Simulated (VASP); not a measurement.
A run of VASP 6.6.1:

INCAR

```
PREC     = Accurate       # precision mode
ENCUT    = 520            # plane-wave cutoff, eV
EDIFF    = 1E-7           # SCF threshold, eV
ISMEAR   = -1             # smearing method
SIGMA    = 0.05           # smearing width, eV
LREAL    = F              # projectors in reciprocal space
LASPH    = T              # aspherical terms in the spheres
NELM     = 80             # most SCF steps
ALGO     = Normal         # electronic algorithm
ISIF     = 2              # what is computed and relaxed
LWAVE    = F              # write WAVECAR
LCHARG   = F              # write CHGCAR
GGA      = PE             # functional
IVDW     = 12             # dispersion correction
NBANDS   = 35             # bands
```

File KPOINTS:

```
Automatic mesh
0
Gamma
  10 10 3
```

File POSCAR:

```
MoS2
1.0
    3.1261704254      0.0000000000      0.0000000000
   -1.5630852127      2.7073430050      0.0000000000
    0.0000000000      0.0000000000     12.1574390416
Mo S
2 4
Direct
    0.6666666667      0.3333333333      0.7500000000
    0.3333333333      0.6666666667      0.2500000000
    0.6666666667      0.3333333333      0.3770000000
    0.3333333333      0.6666666667      0.8770000000
    0.6666666667      0.3333333333      0.1230000000
    0.3333333333      0.6666666667      0.6230000000
```

Potentials or basis: VASP PAW PBE potentials, release 64 (Mo_sv, S).

Launch:

```bash
$ cat potpaw_PBE.64/Mo_sv/POTCAR potpaw_PBE.64/S/POTCAR > POTCAR
$ mpirun -np 1 vasp_std > vasp.out
```

Hardware: 1 thread of AMD EPYC 9R45 (Zen 5), with other jobs on the host.

**Question.** Estimate the wall time of this run.

**Answer.** Wall time 46 s on 1 thread of AMD EPYC 9R45 (Zen 5) (shared host), peak memory 0.23 GiB. Counts: scf iterations 16, k points 28.
